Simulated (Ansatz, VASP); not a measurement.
## One calculation of AlGaN2, two programs

Contents of POSCAR:

```
AlGaN2
1.0
    3.1408770487      0.0000000000      0.0000000000
    0.0000000000      3.1408770487      0.0000000000
    0.0000000000      0.0000000000      4.4238379400
Al Ga N
1 1 2
Direct
    0.5000000000      0.5000000000      0.5000000000
    0.0000000000      0.0000000000      0.0000000000
    0.5000000000      0.0000000000      0.7382648100
    0.0000000000      0.5000000000      0.2617351900
```

The input INCAR.step1:

```
SYSTEM = AlGaN2
PREC = Accurate
ENCUT = 520
ISMEAR = 0
SIGMA = 0.05
LREAL = .False.
LASPH = .True.
NELM = 80
NBANDS = 21
GGA = PE
ALGO = Normal
EDIFF = 1E-4
LWAVE = .True.
LCHARG = .False.
```

File INCAR.step2:

```
SYSTEM = AlGaN2
PREC = Accurate
ENCUT = 520
EDIFF = 1E-6
ISMEAR = 0
SIGMA = 0.05
LREAL = .False.
LASPH = .True.
NELM = 80
ALGO = Normal
ISIF = 2
LWAVE = .False.
LCHARG = .True.
METAGGA = R2SCAN
LMIXTAU = .True.
LELF = .True.
LVHAR = .True.
NBANDS = 21
ISTART = 1
```

KPOINTS

```
regular mesh
0
Gamma
  8 8 6
  0 0 0
```

Input for Ansatz:

```yaml
crystal:
  lattice:
    - [3.1408770487, 0.0, 0.0]
    - [0.0, 3.1408770487, 0.0]
    - [0.0, 0.0, 4.42383794]
  atoms:
    - { symbol: Al, position: [0.5, 0.5, 0.5] }
    - { symbol: Ga, position: [0.0, 0.0, 0.0] }
    - { symbol: "N", position: [0.5, 0.0, 0.73826481] }
    - { symbol: "N", position: [0.0, 0.5, 0.26173519] }
basis:
  ecutwfc: 500
kpoints:
  mp_grid: { grid: [8, 8, 6] }
hamiltonian:
  xc: r2scan
scf:
  occupations: { method: gaussian, width: 0.05 }
output:
  forces: true
  stress: true
  eigenvalues: true
  write_density: true
  write_potential: true
  elf: true
  volumetric_format: npy
```

Alike in both runs: task single point; functional r2SCAN; k mesh 8 × 8 × 6; occupations gaussian, width 0.05 eV; no spin polarisation.

|  | VASP | Ansatz |
| --- | --- | --- |
| version | VASP 6.6.1 | Ansatz 0.2.0 |
| potentials or method | VASP PAW PBE potentials, release 64 (Al, Ga_d, N), cutoff 520 eV | scalar-relativistic, plane waves, PAW |
| valence electrons in the cell | 26 | 26 |

VASP gave:

```
gap on the k mesh at the Fermi level (eV)                     : 3.36
least direct gap on the mesh (eV)                             : 3.36
pressure (GPa)                                                : -0.1
traceless stress, the component that is largest in VASP (GPa) : 0.05
rms of the force components (eV/Å)                            : 0.001
```

Task: What did Ansatz give for the same quantities?

Result: gap on the k mesh at the Fermi level (eV): 3.35; least direct gap on the mesh (eV): 3.35; pressure (GPa): -0.4; traceless stress, the component that is largest in VASP (GPa): 0.00; rms of the force components (eV/Å): 0.038.

VASP's potentials were made for PBE, not for r2SCAN. Atom by atom the forces differ by 0.037 eV/Å (rms over components).
